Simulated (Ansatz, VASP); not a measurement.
# Two plane-wave programs on Co

```
CELL_PARAMETERS angstrom
2.45116 0.00000 0.00000
-1.22558 2.12276 0.00000
0.00000 0.00000 3.96422
ATOMIC_POSITIONS crystal
Co 0.33333 0.66667 0.25000
Co 0.66667 0.33333 0.75000
```

Alike in both runs: functional PBEsol; k mesh 9 × 9 × 4; occupations gaussian, width 0.1 eV; collinear spin.

Ansatz relaxed the structure, and its values are those at the end. VASP's run is a single point on that final structure, the one shown.

```csv
,VASP,Ansatz
version,VASP 6.6.1,Ansatz 0.2.0
potentials or method,"VASP PAW PBE potentials, release 64 (Co), cutoff 520 eV","scalar-relativistic, plane waves, PAW"
valence electrons in the cell,18,34
```

|  | VASP | Ansatz | Ansatz less VASP |
| --- | --- | --- | --- |
| gap on the k mesh at the Fermi level (eV) | none | none | - |
| pressure (GPa) | -0.8 | 0.2 | +1.00 |
| net moment per atom (μB) | 1.50 | 1.50 | +0.006 |
| size of the moment on the site where the two differ most (μB) | 1.50 | 1.57 | +0.064 |

VASP's potentials were made for PBE, not for PBEsol. Site moments also hang on the region over which each program counts them. A gap of «none» marks a metal or a gap that the smearing closes. VASP's potentials hold 18 valence electrons a cell and Ansatz's 34, so a difference there can come from the potentials and not from the codes.

The k mesh is coarse, so the values compare programs but aren't converged.
